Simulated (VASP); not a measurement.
# AlZn3 in VASP: further runs

The runs below take AlZn3 through single point, with PBE.

Everything below comes from runs of VASP 6.6.1. Logs are shortened: lines on timing, memory, paths and dates and some standing lists are left out, and cuts for length are marked.

**1. The cell of the first run**

Symmetry: Pm-3n, No. 223, cubic system. The conventional cell has a = 5.040 Å, b = 5.040 Å, c = 5.040 Å, α = 90.00°, β = 90.00°, γ = 90.00°. Al (site symmetry m-3) has 12 Zn at 2.82 Å within 3.7 Å. Zn (site symmetry -4m2) has 10 Zn at 2.52 to 3.09 Å and 4 Al at 2.82 Å within 3.3 Å.

The cell was generated, and may not be a known phase.

**2. Single point, PBE**

INCAR reads:

```
SYSTEM = AlZn3
PREC     = Accurate       ! precision mode
ENCUT    = 520            ! plane-wave cutoff, eV
EDIFF    = 1E-7           ! SCF threshold, eV
ISMEAR   = 0              ! smearing method
SIGMA    = 0.1            ! smearing width, eV
LREAL    = .FALSE.        ! projectors in reciprocal space
LASPH    = .TRUE.         ! aspherical terms in the spheres
NELM     = 100            ! most SCF steps
ALGO     = Fast           ! electronic algorithm
ISIF     = 2              ! what is computed and relaxed
LWAVE    = .FALSE.        ! write WAVECAR
LCHARG   = .FALSE.        ! write CHGCAR
GGA      = PE             ! functional
NBANDS   = 49             ! bands
```

KPOINTS reads:

```
Automatic mesh
0
G
  8 8 8
  0 0 0
```

POSCAR reads:

```
AlZn3
1.0
    5.0402626000      0.0000000000      0.0000000000
    0.0000000000      5.0402626000      0.0000000000
    0.0000000000      0.0000000000      5.0402626000
Al Zn
2 6
Direct
    0.0000000000      0.0000000000      0.0000000000
    0.5000000000      0.5000000000      0.5000000000
    0.2500000000      0.0000000000      0.5000000000
    0.5000000000      0.7500000000      0.0000000000
    0.7500000000      0.0000000000      0.5000000000
    0.5000000000      0.2500000000      0.0000000000
    0.0000000000      0.5000000000      0.7500000000
    0.0000000000      0.5000000000      0.2500000000
```

Potentials or basis: VASP PAW PBE potentials, release 64 (Al, Zn).

Launch:

```console
$ cat potpaw_PBE.64/Al/POTCAR potpaw_PBE.64/Zn/POTCAR > POTCAR
$ mpirun -np 1 vasp_std > vasp.out
```

OUTCAR:

```text
SYSTEM = AlZn3
   PREC = Accurate
   ENCUT = 520
   EDIFF = 1E-7
   ISMEAR = 0
   LREAL = .FALSE.
   LASPH = .TRUE.
   NELM = 100
   ISIF = 2
   GGA = PE

 ion  position               nearest neighbor table
   1  0.000  0.000  0.000-   3 2.82   4 2.82   5 2.82   6 2.82   7 2.82   8 2.82   3 2.82   5 2.82
                             7 2.82   8 2.82   4 2.82   6 2.82
   2  0.500  0.500  0.500-   3 2.82   4 2.82   5 2.82   6 2.82   7 2.82   8 2.82   4 2.82   6 2.82
                             3 2.82   5 2.82   7 2.82   8 2.82
   3  0.250  0.000  0.500-   5 2.52   5 2.52   1 2.82   1 2.82   2 2.82   2 2.82
   4  0.500  0.750  0.000-   6 2.52   6 2.52   1 2.82   2 2.82   2 2.82   1 2.82
   5  0.750  0.000  0.500-   3 2.52   3 2.52   1 2.82   1 2.82   2 2.82   2 2.82
   6  0.500  0.250  0.000-   4 2.52   4 2.52   1 2.82   2 2.82   2 2.82   1 2.82
   7  0.000  0.500  0.750-   8 2.52   8 2.52   1 2.82   2 2.82   1 2.82   2 2.82
   8  0.000  0.500  0.250-   7 2.52   7 2.52   1 2.82   2 2.82   1 2.82   2 2.82

  LATTYP: Found a simple cubic cell.
 ALAT       =     5.0402626000

  Lattice vectors:

 A1 = (   5.0402626000,   0.0000000000,   0.0000000000)
 A2 = (   0.0000000000,   5.0402626000,   0.0000000000)
 A3 = (   0.0000000000,   0.0000000000,   5.0402626000)

Analysis of symmetry for initial positions (statically):
=====================================================================
 Subroutine PRICEL returns:
 Original cell was already a primitive cell.

 Routine SETGRP: Setting up the symmetry group for a
 simple cubic supercell.

 Subroutine GETGRP returns: Found 48 space group operations
 (whereof 24 operations were pure point group operations)
 out of a pool of 48 trial point group operations.

The static configuration has the point symmetry T_h .
 The point group associated with its full space group is O_h .

Analysis of symmetry for dynamics (positions and initial velocities):
=====================================================================
 Subroutine PRICEL returns:
 Original cell was already a primitive cell.

 Routine SETGRP: Setting up the symmetry group for a
 simple cubic supercell.

 Subroutine GETGRP returns: Found 48 space group operations
 (whereof 24 operations were pure point group operations)
 out of a pool of 48 trial point group operations.

The dynamic configuration has the point symmetry T_h .
 The point group associated with its full space group is O_h .

 Subroutine INISYM returns: Found 48 space group operations
 (whereof 24 operations are pure point group operations),
[... 116 lines left out ...]
   POTIM  = 0.5000    time-step for ionic-motion
   TEBEG  =    0.0;   TEEND  =   0.0 temperature during run
   PSTRESS=    0.0 pullay stress
   NELECT =      78.0000    total number of electrons
   NUPDOWN=      -1.0000    fix difference up-down
   EMIN   =  10.00;   EMAX   =-10.00  energy-range for DOS
   EFERMI =   0.00;   METHOD = LEGACY
   ISMEAR =     0;   SIGMA  =   0.10  broadening in eV -4-tet -1-fermi 0-gaus
   EFERMI_NEDOS =   21; number of points for ismear=-14 and -15
   IALGO  =     68    algorithm
   IMIX   =      4    mixing-type and parameters
     AMIX     =   0.40;   BMIX     =  1.00
     AMIX_MAG =   1.60;   BMIX_MAG =  1.00
  volume/ion in A,a.u.               =      16.01       108.01
  Fermi-wavevector in a.u.,A,eV,Ry     =   1.387778  2.622519 26.203822  1.925927
  Thomas-Fermi vector in A             =   2.511966
   LORBIT       =      0    0 simple, 1 ext, 2 COOP (PROOUT), +10 PAW based schemes
   GGA     = PE    functional components
   LHFCALC =     F    Hartree Fock is set to
   AEXX    =    0.0000 exact exchange contribution
   IVDW    =     0    specifies the selected vdW correction
   LEPSILON=     F    determine dielectric tensor
   LRPA    =     F    only Hartree local field effects (RPA)
 non-spin polarized calculation
 RMM-DIIS sequential band-by-band and
 Gauss-broadening in eV      SIGMA  =   0.10
  energy-cutoff  :      520.00
  volume of cell :      128.04
 maximum number of plane-waves:      3478
 NGX is ok and might be reduce to    40
   NGX = 19   NGY = 19   NGZ = 19

 number of electron      78.0000141 magnetization

 Free energy of the ion-electron system (eV)
  ---------------------------------------------------
  ext. energy  EPLUGINS =         0.00000000
  ---------------------------------------------------
  free energy    TOTEN  =       -13.58440986 eV

  energy without entropy =      -13.56290524  energy(sigma->0) =      -13.57365755

 E-fermi :   4.2233     XC(G=0): -11.0451

 val. band max:        4.2154418855   @ k =   0.3750   0.2500   0.1250
 cond. band min:       4.2475136214   @ k =   0.5000   0.3750   0.1250
 fundamental gap:      0.0320717359
 Fermi energy:         4.2232584510

 k-point     1 :       0.0000    0.0000    0.0000
  band No.  band energies     occupation
      1      -6.2034      2.00000
      2      -4.0640      2.00000
      3      -4.0640      2.00000
      4      -3.9135      2.00000
      5      -3.9027      2.00000
      6      -3.8144      2.00000
[... 1237 lines left out ...]
     48      10.0182      0.00000
     49      11.2705      0.00000

 [... further k-points ...]

------------------------ aborting loop because EDIFF is reached ----------------------------------------

  FORCE on cell =-STRESS in cart. coord.  units (eV):
  Direction    XX          YY          ZZ          XY          YZ          ZX
  --------------------------------------------------------------------------------------
  -------------------------------------------------------------------------------------
  Total        0.2556562      0.2556562      0.2556562     -0.0000000      0.0000000      0.0000000
  in kB        3.1989494      3.1989494      3.1989494     -0.0000000      0.0000000      0.0000000
  external PRESSURE =       3.1989494 kB  Pullay stress =       0.0000000 kB

 VOLUME and BASIS-vectors are now :
 -----------------------------------------------------------------------------
  energy-cutoff  :      520.00
  volume of cell :      128.04
      direct lattice vectors                 reciprocal lattice vectors
     5.040262600  0.000000000  0.000000000     0.198402361  0.000000000  0.000000000
     0.000000000  5.040262600  0.000000000     0.000000000  0.198402361  0.000000000
     0.000000000  0.000000000  5.040262600     0.000000000  0.000000000  0.198402361

 POSITION                                       TOTAL-FORCE (eV/Angst)
 -----------------------------------------------------------------------------------
      0.00000      0.00000      0.00000        -0.000000     -0.000000      0.000000
      2.52013      2.52013      2.52013        -0.000000     -0.000000      0.000000
      1.26007      0.00000      2.52013        -0.000000      0.000000     -0.000000
      2.52013      3.78020      0.00000        -0.000000      0.000000     -0.000000
      3.78020      0.00000      2.52013         0.000000      0.000000      0.000000
      2.52013      1.26007      0.00000         0.000000     -0.000000      0.000000
      0.00000      2.52013      3.78020         0.000000     -0.000000     -0.000000
      0.00000      2.52013      1.26007        -0.000000     -0.000000      0.000000
 -----------------------------------------------------------------------------------
    total drift:                               -0.000000     -0.000000      0.000000

  FREE ENERGIE OF THE ION-ELECTRON SYSTEM (eV)
  ---------------------------------------------------
  free  energy   TOTEN  =       -13.5844098635 eV

  energy  without entropy=      -13.5629052434  energy(sigma->0) =      -13.57365755
```

Wall time 8.4 min (1 thread of Intel Xeon 8259CL, shared host); peak memory 0.34 GiB.

What came out:

| Item | Value |
| --- | --- |
| Free energy | -13.5844 eV |
| Pressure | 0.3 GPa |
| Band gap on the k mesh | zero (bands 39 and 40 overlap by 7.57 eV) |

Levels at points of the mesh, in eV from the Fermi level:
```tsv
k point	band 37	band 38	band 39	band 40	band 41	band 42
(0.00, 0.00, 0.00)	-3.88	1.00	1.00	1.29	1.29	1.29
(0.50, 0.00, 0.00)	-2.26	-2.26	-1.94	-1.94	2.71	2.71
(0.50, 0.50, 0.00)	-1.27	-1.27	-0.79	-0.79	-0.46	0.04
(0.50, 0.50, 0.50)	-5.31	-5.31	5.63	5.63	5.63	5.63
```

**3. Single point, PBE**

INCAR reads:

```
PREC = Accurate
ENCUT = 520
EDIFF = 1E-6
ISMEAR = 0
SIGMA = 0.1
LREAL = False
LASPH = True
NELM = 100
ALGO = Fast
ISIF = 2
LWAVE = False
LCHARG = False
GGA = PE
NBANDS = 49
```

KPOINTS reads:

```
Automatic mesh
0
Gamma
  8 8 8
```

POSCAR is that of step 2.

Potentials or basis: VASP PAW PBE potentials, release 64 (Al, Zn).

Launch:

```console
$ cat potpaw_PBE.64/Al/POTCAR potpaw_PBE.64/Zn/POTCAR > POTCAR
$ mpirun -np 1 vasp_std > vasp.out
```

Wall time 7 min (1 thread of Intel Xeon 8259CL, shared host); peak memory 0.34 GiB.

Results (log left out):

```yaml
Free_energy: -13.5844 eV
Pressure: 0.3 GPa
Band_gap_on_the_k_mesh: zero (bands 39 and 40 overlap by 7.57 eV)
```

Levels at points of the mesh, in eV from the Fermi level:
```
           k point  band 35  band 36  band 37  band 38  band 39  band 40  band 41  band 42  band 43  band 44
(0.00, 0.00, 0.00)    -3.88    -3.88    -3.88     1.00     1.00     1.29     1.29     1.29     2.19     2.32
(0.50, 0.00, 0.00)    -2.70    -2.70    -2.26    -2.26    -1.94    -1.94     2.71     2.71     3.32     3.32
(0.50, 0.50, 0.00)    -1.90    -1.37    -1.27    -1.27    -0.79    -0.79    -0.46     0.04     4.61     4.72
(0.50, 0.50, 0.50)    -5.44    -5.44    -5.31    -5.31     5.63     5.63     5.63     5.63     5.63     5.63
```

**4. Single point, PBE**

This run uses another cell than the first one, of 16.04 Å³/atom.

INCAR reads:

```
PREC     = Accurate       # precision mode
ENCUT    = 520            # plane-wave cutoff, eV
EDIFF    = 1E-6           # SCF threshold, eV
ISMEAR   = 0              # smearing method
SIGMA    = 0.1            # smearing width, eV
LREAL    = False          # projectors in reciprocal space
LASPH    = True           # aspherical terms in the spheres
NELM     = 60             # most SCF steps
ALGO     = Fast           # electronic algorithm
ISIF     = 2              # what is computed and relaxed
LWAVE    = False          # write WAVECAR
LCHARG   = False          # write CHGCAR
GGA      = PE             # functional
NBANDS   = 49             # bands
```

KPOINTS is that of step 3.

POSCAR reads:

```
AlZn3
1.0
    5.1236325366      0.0000000000      0.0000000000
    0.0000000000      5.1236325366      0.0000000000
    0.0000000000      0.0000000000      4.8875907565
Al Zn
2 6
Direct
    0.0000000000      0.5000000000      0.0000000000
    0.5000000000      0.0000000000      0.5000000000
    0.2510240323      0.5000000000      0.5000000000
    0.5000000000      0.2510240323      0.0000000000
    0.7489759677      0.5000000000      0.5000000000
    0.5000000000      0.7489759677      0.0000000000
    0.0000000000      0.0000000000      0.7500000000
    0.0000000000      0.0000000000      0.2500000000
```

Potentials or basis: VASP PAW PBE potentials, release 64 (Al, Zn).

Launch:

```console
$ cat potpaw_PBE.64/Al/POTCAR potpaw_PBE.64/Zn/POTCAR > POTCAR
$ mpirun -np 1 vasp_std > vasp.out
```

OUTCAR:

```text
PREC = Accurate
   ENCUT = 520
   EDIFF = 1E-6
   ISMEAR = 0
   LREAL = False
   LASPH = True
   NELM = 60
   ISIF = 2
   GGA = PE

 ion  position               nearest neighbor table
   1  0.000  0.500  0.000-   3 2.76   5 2.76   3 2.76   5 2.76   7 2.84   8 2.84   7 2.84   8 2.84
                             4 2.86   6 2.86   4 2.86   6 2.86
   2  0.500  0.000  0.500-   4 2.76   6 2.76   4 2.76   6 2.76   7 2.84   8 2.84   7 2.84   8 2.84
[... 1475 lines left out ...]
  Total        0.2137437      0.2137437      0.2656348      0.0000000      0.0000000      0.0000000
  in kB        2.6690279      2.6690279      3.3169952      0.0000000      0.0000000      0.0000000
  external PRESSURE =       2.8850170 kB  Pullay stress =       0.0000000 kB

 VOLUME and BASIS-vectors are now :
 -----------------------------------------------------------------------------
  energy-cutoff  :      520.00
  volume of cell :      128.31
      direct lattice vectors                 reciprocal lattice vectors
     5.123632537  0.000000000  0.000000000     0.195174028  0.000000000  0.000000000
     0.000000000  5.123632537  0.000000000     0.000000000  0.195174028  0.000000000
     0.000000000  0.000000000  4.887590756     0.000000000  0.000000000  0.204599781

 POSITION                                       TOTAL-FORCE (eV/Angst)
 -----------------------------------------------------------------------------------
      0.00000      2.56182      0.00000        -0.000000      0.000000      0.000000
      2.56182      0.00000      2.44380        -0.000000      0.000000      0.000000
      1.28615      2.56182      2.44380         0.000220     -0.000000      0.000000
      2.56182      1.28615      0.00000        -0.000000      0.000220      0.000000
      3.83748      2.56182      2.44380        -0.000220      0.000000      0.000000
      2.56182      3.83748      0.00000        -0.000000     -0.000220     -0.000000
      0.00000      0.00000      3.66569        -0.000000     -0.000000      0.000000
      0.00000      0.00000      1.22190        -0.000000      0.000000     -0.000000
 -----------------------------------------------------------------------------------
    total drift:                               -0.000000     -0.000000     -0.000000

  FREE ENERGIE OF THE ION-ELECTRON SYSTEM (eV)
  ---------------------------------------------------
  free  energy   TOTEN  =       -13.5890309175 eV

  energy  without entropy=      -13.5785348391  energy(sigma->0) =      -13.58378288
```

stdout:

```text
POSCAR found type information on POSCAR AlZn
 POSCAR found :  2 types and       8 ions
 scaLAPACK will be used
 LDA part: xc-table for (Slater+PW92), standard interpolation
 POSCAR, INCAR and KPOINTS ok, starting setup
 FFT: planning ... GRIDC
 FFT: planning ... GRID_SOFT
 FFT: planning ... GRID
 WAVECAR not read
 entering main loop
WARNING in EDDRMM: call to ZHEGV failed, returncode =   8  4     49
WARNING in EDDRMM: call to ZHEGV failed, returncode =   8  4     45
```

Wall time 13 min (1 thread of Intel Xeon 8259CL, shared host); peak memory 0.47 GiB.

Results:

```yaml
Free_energy: -13.5890 eV
Pressure: 0.3 GPa
Band_gap_on_the_k_mesh: zero (bands 39 and 40 overlap by 7.21 eV)
```

**5. The runs side by side**

```csv
cell,further INCAR settings,gap on the mesh (eV),pressure (GPa)
"a = 5.040 Å, 8 atoms, atomic positions A",ALGO = Fast; EDIFF = 1e-07; NBANDS = 49,none,0.3
"a = 5.040 Å, 8 atoms, atomic positions A",ALGO = Fast; EDIFF = 1e-06; NBANDS = 49,none,0.3
"a = 5.124, b = 5.124, c = 4.888 Å, 8 atoms, atomic positions B",ALGO = Fast; EDIFF = 1e-06; NBANDS = 49,none,0.3
```

Alike in all rows: task single point; level PBE; potentials or basis VASP PAW PBE potentials, release 64 (Al, Zn); no spin polarisation; k mesh 8 × 8 × 8; cutoff (eV) 520; smearing gaussian 0.1 eV.

Total energies depend on the potentials used, so only differences within one code and one set of settings carry meaning.

The gap in the log of VASP goes by the Fermi energy; the results here count the filled bands.